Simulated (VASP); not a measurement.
Si3Ge, 4 atoms in the cell. The structure is trigonal, space group R3m (No. 160). The conventional cell has a = 3.924 Å, b = 3.924 Å, c = 19.211 Å, α = 90.00°, β = 90.00°, γ = 120.00°. Si (site symmetry 3m) has 3 Si at 2.39 Å and 1 Ge at 2.43 Å within 3.2 Å. Within 3.1 Å of Si (site symmetry 3m) lie 1 Si at 2.38 Å and 3 Ge at 2.41 Å. Si (site symmetry 3m) has 4 Si at 2.38 to 2.39 Å within 3.1 Å. Within 3.2 Å of Ge (site symmetry 3m) lie 4 Si at 2.41 to 2.43 Å.  This cell differs from its parent crystal: volume changed by +3%.

```yaml
Program: VASP 6.6.1
Task: single point
Functional: r2SCAN
Potentials_or_basis: VASP PAW PBE potentials, release 64 (Si, Ge_d)
Cutoff: 520 eV
k_mesh: 6 × 6 × 6
Occupations: gaussian, width 0.01 eV
Spin: no spin polarisation
Dipole_correction: no
Further_INCAR_settings: ALGO = Normal; EDIFF = 1e-07; NBANDS = 21
```

Potentials or basis: VASP PAW PBE potentials, release 64 (Si, Ge_d).

The run is started by

```console
$ cat potpaw_PBE.64/Si/POTCAR potpaw_PBE.64/Ge_d/POTCAR > POTCAR
$ cp INCAR.step1 INCAR
$ mpirun -np 1 vasp_std > vasp.out
$ cp INCAR.step2 INCAR
$ mpirun -np 1 vasp_std > vasp.out
```

Hardware: 1 thread of Intel(R) Xeon(R) 6975P-C (Granite Rapids) (shared host).

**Question.** How long does it take, and how much memory?

**Answer.** Wall time 7.4 min on 1 thread of Intel(R) Xeon(R) 6975P-C (Granite Rapids), with other jobs on the host, peak memory 0.42 GiB. Counts: k points 32.
